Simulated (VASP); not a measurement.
Wanted: the native input for a VASP 6.6.1 run.

```
Task                   : single point
Functional             : r2SCAN
Potentials or basis    : VASP PAW PBE potentials, release 64 (Mo_sv)
Cutoff                 : 520 eV
k mesh                 : 22 × 22 × 22
Occupations            : gaussian, width 0.15 eV
Spin                   : no spin polarisation
Dipole correction      : no
Further INCAR settings : ALGO = Normal; EDIFF = 1e-07; NBANDS = 13
```

The system is Mo.

```
Mo
1.0
    -1.50030    1.57100    1.57100
     1.50030   -1.57100    1.57100
     1.50030    1.57100   -1.57100
Mo
1
Direct
  0.00000 0.00000 0.00000
```

This cell differs from its parent crystal: strain -0.0450 x Voigt [1, 0, 0, 0, 0, 0].

The input as run:

POSCAR

```
Mo
1.0
   -1.5003050000      1.5710000000      1.5710000000
    1.5003050000     -1.5710000000      1.5710000000
    1.5003050000      1.5710000000     -1.5710000000
Mo
1
Direct
    0.0000000000      0.0000000000      0.0000000000
```

INCAR.step1

```
SYSTEM = Mo
PREC     = Accurate       ! precision mode
ENCUT    = 520            ! plane-wave cutoff, eV
ISMEAR   = 0              ! smearing method
SIGMA    = 0.15           ! smearing width, eV
LREAL    = .FALSE.        ! projectors in reciprocal space
LASPH    = .TRUE.         ! aspherical terms in the spheres
NELM     = 80             ! most SCF steps
NBANDS   = 13             ! bands
GGA      = PE             ! functional
ALGO     = Normal         ! electronic algorithm
EDIFF    = 1E-4           ! SCF threshold, eV
LWAVE    = .TRUE.         ! write WAVECAR
LCHARG   = .FALSE.        ! write CHGCAR
```

INCAR.step2

```
SYSTEM = Mo
PREC     = Accurate       ! precision mode
ENCUT    = 520            ! plane-wave cutoff, eV
EDIFF    = 1E-7           ! SCF threshold, eV
ISMEAR   = 0              ! smearing method
SIGMA    = 0.15           ! smearing width, eV
LREAL    = .FALSE.        ! projectors in reciprocal space
LASPH    = .TRUE.         ! aspherical terms in the spheres
NELM     = 80             ! most SCF steps
ALGO     = Normal         ! electronic algorithm
ISIF     = 2              ! what is computed and relaxed
LWAVE    = .FALSE.        ! write WAVECAR
LCHARG   = .FALSE.        ! write CHGCAR
METAGGA  = R2SCAN         ! meta-GGA
LMIXTAU  = .TRUE.       
NBANDS   = 13             ! bands
ISTART   = 1
```

KPOINTS

```
Automatic mesh
0
G
  22 22 22
  0 0 0
```

Potentials or basis: VASP PAW PBE potentials, release 64 (Mo_sv).

Launch:

```sh
$ cat potpaw_PBE.64/Mo_sv/POTCAR > POTCAR
$ cp INCAR.step1 INCAR
$ mpirun -np 1 vasp_std > vasp.out
$ cp INCAR.step2 INCAR
$ mpirun -np 1 vasp_std > vasp.out
```

It gave:

The pressure is 18.2 GPa and the band gap on the k mesh is zero (bands 7 and 8 overlap by 5.89 eV).

Caveat: the cell differs from its parent crystal (strain -0.0450 x Voigt [1, 0, 0, 0, 0, 0]); the stress differs along the axes, from 12 to 30 GPa; the PAW data sets were made with another functional, which shifts forces and pressure a little.

Run time: 9.9 min on 1 thread of Intel Xeon 8259CL, with other jobs on the host, peak memory 0.26 GiB.
